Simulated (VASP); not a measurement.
**MgO: single point with PBEsol**

The system is MgO.

```
CELL_PARAMETERS angstrom
3.61130 0.00000 0.00000
-1.80565 3.12748 0.00000
0.00000 0.00000 4.26460
ATOMIC_POSITIONS crystal
Mg 0.66667 0.33333 0.75000
Mg 0.33333 0.66667 0.25000
O 0.66667 0.33333 0.25000
O 0.33333 0.66667 0.75000
```

```
Program                : VASP 6.6.1
Task                   : single point
Functional             : PBEsol
Potentials or basis    : VASP PAW PBE potentials, release 64 (Mg, O)
Cutoff                 : 520 eV
k mesh                 : 9 × 9 × 6
Occupations            : gaussian, width 0.05 eV
Spin                   : no spin polarisation
Dipole correction      : no
Further INCAR settings : ALGO = Normal; EDIFF = 1e-06; NBANDS = 16
```

- Pressure: -9.4 GPa
- Band gap on the k mesh: 2.90 eV, direct

Stress tensor (GPa, compression positive):
```
-9.77  0.00  0.00
 0.00 -9.77  0.00
 0.00  0.00 -8.70
```

Levels at points of the mesh, in eV from the valence-band top:
| k point | band 4 | band 5 | band 6 | band 7 | band 8 | band 9 | band 10 | band 11 | band 12 | band 13 |
| --- | --- | --- | --- | --- | --- | --- | --- | --- | --- | --- |
| (0.00, 0.00, 0.00) | -1.58 | -1.58 | -0.66 | -0.66 | 0.00 | 2.90 | 8.74 | 11.55 | 11.75 | 11.75 |
| (0.00, 0.00, 0.50) | -2.28 | -1.14 | -1.14 | -1.14 | -1.14 | 5.91 | 5.91 | 12.10 | 12.10 | 12.10 |

Wall time 54 s on 1 thread of Intel Xeon 8259CL, on a shared host, peak memory 0.18 GiB.

Caveat: the PAW data sets were made with another functional, which shifts forces and pressure a little.
